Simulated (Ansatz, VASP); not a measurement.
# Two plane-wave programs on AlCo

```xyz
2
Lattice="2.8194 0.0000 0.0000 0.0000 2.8194 0.0000 0.0000 0.0000 2.8194" Properties=species:S:1:pos:R:3 pbc="T T T"
Co    1.4097    1.4097    1.4097
Al    0.0000    0.0000    0.0000
```

Alike in both runs: task single point; functional PBE; k mesh 8 × 8 × 8; occupations fermi-dirac, width 0.05 eV; collinear spin; fixed moment 1.5 μB.

|  | VASP | Ansatz |
| --- | --- | --- |
| version | VASP 6.6.1 | Ansatz 0.2.0 |
| potentials or method | VASP PAW PBE potentials, release 64 (Co_sv, Al) | Ansatz PAW |
| plane-wave cutoff (eV) | 600 | 420 |
| valence electrons in the cell | 20 | 20 |

Ansatz gave:

- pressure (GPa): 18.6
- net moment per atom (μB): 0.75
- size of the moment on the site where the two differ most (μB): 1.38

Which values does VASP return?

Pressure (GPa): 17.0; net moment per atom (μB): 0.75; size of the moment on the site where the two differ most (μB): 1.34.

Site moments also hang on the region over which each program counts them.
